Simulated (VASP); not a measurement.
# Mg2NCl (R-3m) in VASP: a series of runs

The runs below take Mg2NCl through single point, with LDA.

Program: VASP 6.6.1. These are calculated values, not measurements. Logs are shortened: lines on timing, memory, paths and dates and some standing lists are left out, and cuts for length are marked.

### Step 1. The cell of the first run

The structure is trigonal, space group R-3m (No. 166). The conventional cell has a = 3.404 Å, b = 3.404 Å, c = 17.108 Å, α = 90.00°, β = 90.00°, γ = 120.00°. Mg (site symmetry 3m) has 3 N at 2.19 Å and 3 Cl at 2.73 Å and 3 Mg at 2.75 Å within 2.9 Å. N (site symmetry -3m) has 6 Mg at 2.19 Å within 2.9 Å. Cl (site symmetry -3m) has 6 Mg at 2.73 Å and 6 Cl at 3.40 Å and 6 N at 3.46 Å within 3.6 Å.

### Step 2. Single point, LDA (strain +0.025 along x and y, -0.050 along z)

Input file INCAR:

```
ALGO = Normal
EDIFF = 1E-6
ENCUT = 520
GGA = CA
ISIF = 2
ISMEAR = 0
LASPH = T
LCHARG = F
LREAL = F
LWAVE = F
NBANDS = 16
NELM = 60
PREC = Accurate
SIGMA = 0.05
```

Input file KPOINTS:

```
k-points
0
Gamma
  9 9 9
```

Input file POSCAR:

```
Mg2NCl
1.0
    1.7021832815      0.9827559758      5.7028281500
   -1.7021832815      0.9827559758      5.7028281500
    0.0000000000     -1.9655119516      5.7028281500
Mg N Cl
2 1 1
Direct
    0.2228150000      0.2228150000      0.2228150000
    0.7771850000      0.7771850000      0.7771850000
    0.5000000000      0.5000000000      0.5000000000
    0.0000000000      0.0000000000      0.0000000000
```

Potentials or basis: VASP PAW LDA potentials, release 64 (Mg, N, Cl).

Command:

```
cat potpaw_LDA.64/Mg/POTCAR potpaw_LDA.64/N/POTCAR potpaw_LDA.64/Cl/POTCAR > POTCAR
mpirun -np 1 vasp_std > vasp.out
```

OUTCAR:

```text
EDIFF = 1E-6
   ENCUT = 520
   GGA = CA
   ISIF = 2
   ISMEAR = 0
   LASPH = T
   LREAL = F
   NELM = 60
   PREC = Accurate

 ion  position               nearest neighbor table
   1  0.223  0.223  0.223-   3 2.19   3 2.19   3 2.19   4 2.73   4 2.73   4 2.73   2 2.75   2 2.75
                             2 2.75
   2  0.777  0.777  0.777-   3 2.19   3 2.19   3 2.19   4 2.73   4 2.73   4 2.73   1 2.75   1 2.75
                             1 2.75
   3  0.500  0.500  0.500-   1 2.19   1 2.19   2 2.19   2 2.19   1 2.19   2 2.19
   4  0.000  0.000  0.000-   2 2.73   2 2.73   1 2.73   1 2.73   2 2.73   1 2.73

  LATTYP: Found a trigonal (rhomboedric) cell.
 ALAT       =     6.0320383073
 COS(alpha) =     0.8407371603

  Lattice vectors:

 A1 = (   1.7021832815,   0.9827559758,   5.7028281500)
 A2 = (  -1.7021832815,   0.9827559758,   5.7028281500)
 A3 = (   0.0000000000,  -1.9655119516,   5.7028281500)

Analysis of symmetry for initial positions (statically):
=====================================================================
 Subroutine PRICEL returns:
 Original cell was already a primitive cell.

 Routine SETGRP: Setting up the symmetry group for a
 trigonal (rhombohedral) supercell.

 Subroutine GETGRP returns: Found 12 space group operations
 (whereof 12 operations were pure point group operations)
 out of a pool of 12 trial point group operations.

The static configuration has the point symmetry D_3d.

Analysis of symmetry for dynamics (positions and initial velocities):
=====================================================================
 Subroutine PRICEL returns:
 Original cell was already a primitive cell.

 Routine SETGRP: Setting up the symmetry group for a
 trigonal (rhombohedral) supercell.

 Subroutine GETGRP returns: Found 12 space group operations
 (whereof 12 operations were pure point group operations)
 out of a pool of 12 trial point group operations.

The dynamic configuration has the point symmetry D_3d.

 Subroutine INISYM returns: Found 12 space group operations
 (whereof 12 operations are pure point group operations),
 and found     1 'primitive' translations

----------------------------------------------------------------------------------------

                                     Primitive cell

  volume of cell :      57.2392

  direct lattice vectors                    reciprocal lattice vectors
[... 86 lines left out ...]
   LNONCOLLINEAR =      F non collinear calculations
   LSORBIT =      F    spin-orbit coupling
   LASPH  =      T    aspherical Exc in radial PAW
   ENCUT  =  520.0 eV  38.22 Ry    6.18 a.u.  11.22 11.22 11.22*2*pi/ulx,y,z
   NELM   =     60;   NELMIN=  2; NELMDL= -5     # of ELM steps
   EDIFF  = 0.1E-05   stopping-criterion for ELM
   LREAL  =      F    real-space projection
[... 7 lines left out ...]
   TEBEG  =    0.0;   TEEND  =   0.0 temperature during run
   PSTRESS=    0.0 pullay stress
   NELECT =      16.0000    total number of electrons
   NUPDOWN=      -1.0000    fix difference up-down
   EMIN   =  10.00;   EMAX   =-10.00  energy-range for DOS
   EFERMI =   0.00;   METHOD = LEGACY
   ISMEAR =     0;   SIGMA  =   0.05  broadening in eV -4-tet -1-fermi 0-gaus
   EFERMI_NEDOS =   21; number of points for ismear=-14 and -15
   IALGO  =     38    algorithm
   IMIX   =      4    mixing-type and parameters
     AMIX     =   0.40;   BMIX     =  1.00
     AMIX_MAG =   1.60;   BMIX_MAG =  1.00
  volume/ion in A,a.u.               =      14.31        96.57
  Fermi-wavevector in a.u.,A,eV,Ry     =   1.070410  2.022782 15.589261  1.145778
  Thomas-Fermi vector in A             =   2.206120
   LORBIT       =      0    0 simple, 1 ext, 2 COOP (PROOUT), +10 PAW based schemes
   GGA     = CA    functional components
   LHFCALC =     F    Hartree Fock is set to
   AEXX    =    0.0000 exact exchange contribution
   IVDW    =     0    specifies the selected vdW correction
   LEPSILON=     F    determine dielectric tensor
   LRPA    =     F    only Hartree local field effects (RPA)
 non-spin polarized calculation
 Gauss-broadening in eV      SIGMA  =   0.05
  energy-cutoff  :      520.00
  volume of cell :       57.24
 maximum number of plane-waves:      1557
 NGX is ok and might be reduce to    48
   NGX = 23   NGY = 23   NGZ = 23

 number of electron      16.0000000 magnetization

 Free energy of the ion-electron system (eV)
  ---------------------------------------------------
  ext. energy  EPLUGINS =         0.00000000
  ---------------------------------------------------
  free energy    TOTEN  =       -20.14234831 eV

  energy without entropy =      -20.14234831  energy(sigma->0) =      -20.14234831

 E-fermi :   3.8300     XC(G=0): -10.3238

 val. band max:        3.6259574058   @ k =   0.0000   0.0000   0.0000
 cond. band min:       6.0881463969   @ k =   0.0000   0.0000   0.0000
 fundamental gap:      2.4621889911
 Fermi energy:         3.8300127552

 k-point     1 :       0.0000    0.0000    0.0000
  band No.  band energies     occupation
      1     -12.5861      2.00000
      2      -8.5517      2.00000
      3      -2.3469      2.00000
      4       1.1410      2.00000
      5       1.1410      2.00000
      6       3.2638      2.00000
[... 433 lines left out ...]
      3      -2.3487      2.00000
      4      -1.4601      2.00000
      5       0.3901      2.00000
      6       1.0265      2.00000
[... 8 lines left out ...]
     15      13.6868      0.00000
     16      15.9364      0.00000

 [... further k-points ...]

------------------------ aborting loop because EDIFF is reached ----------------------------------------

  FORCE on cell =-STRESS in cart. coord.  units (eV):
  Direction    XX          YY          ZZ          XY          YZ          ZX
  --------------------------------------------------------------------------------------
  -------------------------------------------------------------------------------------
  Total       -3.9553373     -3.9553373      0.1973715     -0.0000000     -0.0000000      0.0000000
  in kB     -110.7134941   -110.7134941      5.5246093     -0.0000000     -0.0000000      0.0000000
  external PRESSURE =     -71.9674596 kB  Pullay stress =       0.0000000 kB

 VOLUME and BASIS-vectors are now :
 -----------------------------------------------------------------------------
  energy-cutoff  :      520.00
  volume of cell :       57.24
      direct lattice vectors                 reciprocal lattice vectors
     1.702183281  0.982755976  5.702828150     0.293740401  0.169591100  0.058450531
    -1.702183281  0.982755976  5.702828150    -0.293740401  0.169591100  0.058450531
     0.000000000 -1.965511952  5.702828150     0.000000000 -0.339182199  0.058450531

 POSITION                                       TOTAL-FORCE (eV/Angst)
 -----------------------------------------------------------------------------------
      0.00000      0.00000      3.81203         0.000000     -0.000000      0.063148
      0.00000      0.00000     13.29646         0.000000      0.000000     -0.063148
      0.00000      0.00000      8.55424         0.000000     -0.000000     -0.000000
      0.00000      0.00000      0.00000         0.000000     -0.000000      0.000000
 -----------------------------------------------------------------------------------
    total drift:                                0.000000     -0.000000     -0.000000

  FREE ENERGIE OF THE ION-ELECTRON SYSTEM (eV)
  ---------------------------------------------------
  free  energy   TOTEN  =       -20.1423483139 eV

  energy  without entropy=      -20.1423483139  energy(sigma->0) =      -20.14234831
```

stdout:

```text
POSCAR found type information on POSCAR MgN Cl
 POSCAR found :  3 types and       4 ions
 scaLAPACK will be used
 LDA part: xc-table for (Slater(with rela. corr.)+CA(PZ))
 , standard interpolation
 POSCAR, INCAR and KPOINTS ok, starting setup
 FFT: planning ... GRIDC
 FFT: planning ... GRID_SOFT
 FFT: planning ... GRID
 WAVECAR not read
 entering main loop
```

Run time: 85 s. Hardware: 1 thread of Intel Xeon 6975P-C (Granite Rapids), shared host; peak memory 0.31 GiB.

Results:

| Property | Result |
| --- | --- |
| Free energy | -20.1423 eV |
| Pressure | -7.2 GPa |
| Largest force | 0.063 eV/Å |
| Band gap on the k mesh | 2.46 eV |

Forces in eV/Å, atoms in the order of the input:
```
Mg   0.000  0.000  0.063
Mg   0.000  0.000 -0.063
N    0.000  0.000  0.000
Cl   0.000  0.000  0.000
```

Levels at points of the mesh, in eV from the valence-band top:
```tsv
k point	band 4	band 5	band 6	band 7	band 8	band 9	band 10	band 11	band 12	band 13
(0.00, 0.00, 0.00)	-2.48	-2.48	-0.36	0.00	0.00	2.46	4.83	8.82	8.82	8.85
```

Caveat: the cell differs from its parent crystal (strain +0.025 along x and y, -0.050 along z); the cell stands under tension; an odd mesh through Γ misses points on the zone boundary, where band edges can lie.

### Step 3. Single point, LDA (strain +0.000 along x and y, +0.025 along z)

Input file INCAR:

```
SYSTEM = Mg2NCl
ALGO     = Normal         ! electronic algorithm
EDIFF    = 1E-6           ! SCF threshold, eV
ENCUT    = 520            ! plane-wave cutoff, eV
ISIF     = 2              ! what is computed and relaxed
ISMEAR   = 0              ! smearing method
LASPH    = .True.         ! aspherical terms in the spheres
LCHARG   = .False.        ! write CHGCAR
LREAL    = .False.        ! projectors in reciprocal space
LWAVE    = .False.        ! write WAVECAR
NBANDS   = 16             ! bands
NELM     = 100            ! most SCF steps
PREC     = Accurate       ! precision mode
SIGMA    = 0.05           ! smearing width, eV
```

Input file KPOINTS:

```
k-points
0
Gamma
  9 9 9
  0 0 0
```

Input file POSCAR:

```
Mg2NCl
1.0
    1.6606666161      0.9587863178      6.1530514250
   -1.6606666161      0.9587863178      6.1530514250
    0.0000000000     -1.9175726357      6.1530514250
Mg N Cl
2 1 1
Direct
    0.2228150000      0.2228150000      0.2228150000
    0.7771850000      0.7771850000      0.7771850000
    0.5000000000      0.5000000000      0.5000000000
    0.0000000000      0.0000000000      0.0000000000
```

Potentials or basis: VASP PAW LDA potentials, release 64 (Mg, N, Cl).

Command:

```
cat potpaw_LDA.64/Mg/POTCAR potpaw_LDA.64/N/POTCAR potpaw_LDA.64/Cl/POTCAR > POTCAR
mpirun -np 1 vasp_std > vasp.out
```

Run time: 97 s. Hardware: 1 thread of Intel Xeon 6975P-C (Granite Rapids), shared host; peak memory 0.31 GiB.

Results (log left out):

| Quantity | Value |
| --- | --- |
| Free energy | -20.1805 eV |
| Pressure | -8.2 GPa |
| Largest force | 0.395 eV/Å |
| Band gap on the k mesh | 1.83 eV |

Forces in eV/Å, atoms in the order of the input:
```
Mg   0.000  0.000 -0.395
Mg   0.000  0.000  0.395
N    0.000  0.000  0.000
Cl   0.000  0.000  0.000
```

Stress tensor (GPa, compression positive):
```
 -7.30   0.00   0.00
  0.00  -7.30   0.00
  0.00   0.00 -10.00
```

Levels at points of the mesh, in eV from the valence-band top:
```tsv
k point	band 4	band 5	band 6	band 7	band 8	band 9	band 10	band 11	band 12	band 13
(0.00, 0.00, 0.00)	-2.17	-2.17	-1.19	0.00	0.00	1.83	5.26	7.74	8.50	9.50
```

Caveat: the cell differs from its parent crystal (strain +0.000 along x and y, +0.025 along z); the cell stands under tension; an odd mesh through Γ misses points on the zone boundary, where band edges can lie.
